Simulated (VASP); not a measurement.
# GaN: single point with PBEsol

Crystal: GaN.

```
CELL_PARAMETERS angstrom
4.77420 2.75639 -5.18520
0.00000 -5.51277 -5.18520
-4.77420 2.75639 -5.18520
ATOMIC_POSITIONS crystal
Ga 0.05583 0.38916 0.05583
Ga 0.05583 0.05583 0.38916
Ga 0.38916 0.38916 0.72250
Ga 0.72250 0.38916 0.38916
Ga 0.38916 0.05583 0.05583
Ga 0.05583 0.72250 0.72250
Ga 0.38916 0.72250 0.38916
Ga 0.72250 0.05583 0.72250
Ga 0.72250 0.72250 0.05583
Ga 0.77805 0.11139 0.11139
Ga 0.77805 0.77805 0.44472
Ga 0.11139 0.11139 0.77805
Ga 0.44472 0.11139 0.44472
Ga 0.11139 0.77805 0.11139
Ga 0.77805 0.44472 0.77805
Ga 0.11139 0.44472 0.44472
Ga 0.44472 0.77805 0.77805
Ga 0.44472 0.44472 0.11139
N 0.93028 0.26361 0.93028
N 0.93028 0.93028 0.26361
N 0.26361 0.26361 0.59695
N 0.59695 0.26361 0.26361
N 0.26361 0.93028 0.93028
N 0.93028 0.59695 0.59695
N 0.26361 0.59695 0.26361
N 0.59695 0.93028 0.59695
N 0.59695 0.59695 0.93028
N 0.98584 0.31917 0.31917
N 0.98584 0.98584 0.65250
N 0.31917 0.31917 0.98584
N 0.65250 0.31917 0.65250
N 0.31917 0.98584 0.31917
N 0.98584 0.65250 0.98584
N 0.31917 0.65250 0.65250
N 0.65250 0.98584 0.98584
N 0.65250 0.65250 0.31917
```

```yaml
Program: VASP 6.6.1
Task: single point
Functional: PBEsol
Potentials_or_basis: VASP PAW PBE potentials, release 64 (Ga_d, N)
Cutoff: 520 eV
k_mesh: 2 × 2 × 2, shifted
Occupations: gaussian, width 0.02 eV
Spin: no spin polarisation
```

| Quantity | Value |
| --- | --- |
| Pressure | -0.2 GPa |
| Band gap on the k mesh | 3.25 eV |

Forces in eV/Å, atoms in the order of the input:
```
Ga   0.000  0.000  0.001
Ga   0.000  0.000  0.001
Ga   0.000  0.000  0.001
Ga   0.000  0.000  0.001
Ga   0.000  0.000  0.001
Ga   0.000  0.000  0.001
Ga   0.000  0.000  0.001
Ga   0.000  0.000  0.001
Ga   0.000  0.000  0.001
Ga   0.000  0.000  0.001
Ga   0.000  0.000  0.001
Ga   0.000  0.000  0.001
Ga   0.000  0.000  0.001
Ga   0.000  0.000  0.001
Ga   0.000  0.000  0.001
Ga   0.000  0.000  0.001
Ga   0.000  0.000  0.001
Ga   0.000  0.000  0.001
N    0.000  0.000 -0.003
N    0.000  0.000 -0.003
N    0.000  0.000 -0.003
N    0.000  0.000 -0.003
N    0.000  0.000 -0.003
N    0.000  0.000 -0.003
N    0.000  0.000 -0.003
N    0.000  0.000 -0.003
N    0.000  0.000 -0.003
N    0.000  0.000  0.000
N    0.000  0.000  0.000
N    0.000  0.000  0.000
N    0.000  0.000  0.000
N    0.000  0.000  0.000
N    0.000  0.000  0.000
N    0.000  0.000  0.000
N    0.000  0.000  0.000
N    0.000  0.000  0.000
```

Levels at points of the mesh, in eV from the valence-band top:
```
           k point  band 160  band 161  band 162  band 163  band 164  band 165
(0.25, 0.25, 0.25)     -0.64      0.00      0.00      3.25      4.48      4.65
```

Run time: 9.2 min on 1 thread of Intel Xeon 8259CL (shared host), peak memory 0.47 GiB.

Caveat: the PAW data sets were made with another functional, which shifts forces and pressure a little; a shifted mesh leaves out Γ, where band edges can lie. A k mesh can miss the band edges.
